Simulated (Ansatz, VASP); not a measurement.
# NbP in VASP and in Ansatz

File INCAR:

```
SYSTEM = NbP
ALGO     = Normal         ! electronic algorithm
EDIFF    = 1E-6           ! SCF threshold, eV
EDIFFG   = -0.01          ! ionic threshold
ENCUT    = 600            ! plane-wave cutoff, eV
GGA      = PE             ! functional
IBRION   = 2              ! ionic algorithm
ISIF     = 3              ! what is computed and relaxed
ISMEAR   = -4             ! smearing method
ISYM     = 0            
LASPH    = .TRUE.         ! aspherical terms in the spheres
LCHARG   = .FALSE.        ! write CHGCAR
LREAL    = .FALSE.        ! projectors in reciprocal space
LWAVE    = .FALSE.        ! write WAVECAR
NELM     = 60             ! most SCF steps
NSW      = 60             ! ionic steps
PREC     = Accurate       ! precision mode
SIGMA    = 0.1            ! smearing width, eV
```

File KPOINTS:

```
k-points
0
G
  6 6 6
  0 0 0
```

POSCAR

```
NbP
1.0
    0.0000000000      3.3268650000      0.0000000000
    3.3268650000      0.0000000000      0.0000000000
    1.6634330000      1.6634330000     -5.6931920000
Nb P
2 2
Direct
    0.0000000000      0.0000000000      0.0000000000
    0.7500000000      0.2500000000      0.5000000000
    0.5000000000      0.5000000000      0.0000000000
    0.2500000000      0.7500000000      0.5000000000
```

Input for Ansatz:

```yaml
crystal:
  lattice:
    - [0.0, 3.326865, 0.0]
    - [3.326865, 0.0, 0.0]
    - [1.663433, 1.663433, -5.693192]
  atoms:
    - { symbol: Nb, position: [0.0, 0.0, 0.0] }
    - { symbol: Nb, position: [0.75, 0.25, 0.5] }
    - { symbol: P, position: [0.5, 0.5, 0.0] }
    - { symbol: P, position: [0.25, 0.75, 0.5] }
  symmetry: { detect: false }
kpoints:
  mp_grid: { grid: [6, 6, 6], shift: [0, 0, 0] }
magnetization:
  spin_polarized: false
scf:
  occupations: { method: tetrahedron_uncorrected }
hamiltonian:
  pseudopotentials: { kind: paw }
  xc: pbe
basis:
  ecutwfc: 420
output:
  forces: true
  stress: true
  eigenvalues: true
relax:
  max_steps: 40
  cell: {}
```

Alike in both runs: task relaxation of cell and atoms; functional PBE; k mesh 6 × 6 × 6; no spin polarisation.

|  | VASP | Ansatz |
| --- | --- | --- |
| version | VASP 6.6.1 | Ansatz 0.2.0 |
| potentials or method | VASP PAW PBE potentials, release 64 (Nb_sv, P), cutoff 600 eV | PAW plane waves |
| occupations | tetrahedron | tetrahedron-uncorrected |
| valence electrons in the cell | 36 | 36 |

Ansatz gave:

| Item | Value |
| --- | --- |
| relaxed volume (Å³/atom) | 16.04 |
| relaxed cell length with the largest relative difference (Å) | 6.212 |

Task: Estimate VASP's values.

Result: Relaxed volume (Å³/atom): 16.03; relaxed cell length with the largest relative difference (Å): 5.777.

Ansatz's warnings: band table not solved further, forces under tetrahedra, relaxation start displaced.
